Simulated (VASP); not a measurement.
Set up this calculation in VASP 6.6.1, as the native input.

```yaml
Task: single point
Functional: PBE
Dispersion: D3(BJ)
Potentials_or_basis: VASP PAW PBE potentials, release 64 (Ga_d, Sb)
Cutoff: 520 eV
k_mesh: 12 × 12 × 12
Occupations: gaussian, width 0.15 eV
Spin: no spin polarisation
Dipole_correction: no
Further_INCAR_settings: ALGO = Normal; EDIFF = 1e-06; NBANDS = 22
```

The structure of GaSb3 lies in POSCAR:

```
GaSb3
1.0
    0.0000000000      3.6478901005      3.6478901005
    3.6478901005      0.0000000000      3.6478901005
    3.6478901005      3.6478901005      0.0000000000
Ga Sb
1 3
Direct
    0.0000000000      0.0000000000      0.0000000000
    0.2225868935      0.2774131065      0.2225868935
    0.7225868935      0.7774131065      0.7225868935
    0.4725868935      0.5274131065      0.4725868935
```

This cell differs from its parent crystal: all Sb atoms moved -0.200 Å, as atom 2 along Cartesian [0 1 0].

These files were run (other wordings do the same):

INCAR

```
SYSTEM = GaSb3
PREC = Accurate
ENCUT = 520
EDIFF = 1E-6
ISMEAR = 0
SIGMA = 0.15
LREAL = .FALSE.
LASPH = .TRUE.
NELM = 60
ALGO = Normal
ISIF = 2
LWAVE = .FALSE.
LCHARG = .FALSE.
GGA = PE
IVDW = 12
NBANDS = 22
```

KPOINTS

```
Automatic mesh
0
G
  12 12 12
  0 0 0
```

Potentials or basis: VASP PAW PBE potentials, release 64 (Ga_d, Sb).

Command:

```bash
$ cat potpaw_PBE.64/Ga_d/POTCAR potpaw_PBE.64/Sb/POTCAR > POTCAR
$ mpirun -np 1 vasp_std > vasp.out
```

Results of the run:

- Pressure: 0.6 GPa
- Largest force: 0.364 eV/Å
- Band gap on the k mesh: zero (band 14 reaches 9.82 eV, above the bottom of band 15 at 5.74 eV)
- Dispersion energy per atom: -0.479 eV

Caveat: the cell differs from its parent crystal (all Sb atoms moved -0.200 Å, as atom 2 along Cartesian [0 1 0]); spin-orbit coupling is left out, which moves the levels of the heavy elements; pairwise dispersion overbinds metals, which lowers pressure and volume.

Run time: 100 s on 1 thread of Intel(R) Xeon(R) 6975P-C (Granite Rapids), with other jobs on the host, peak memory 0.48 GiB.
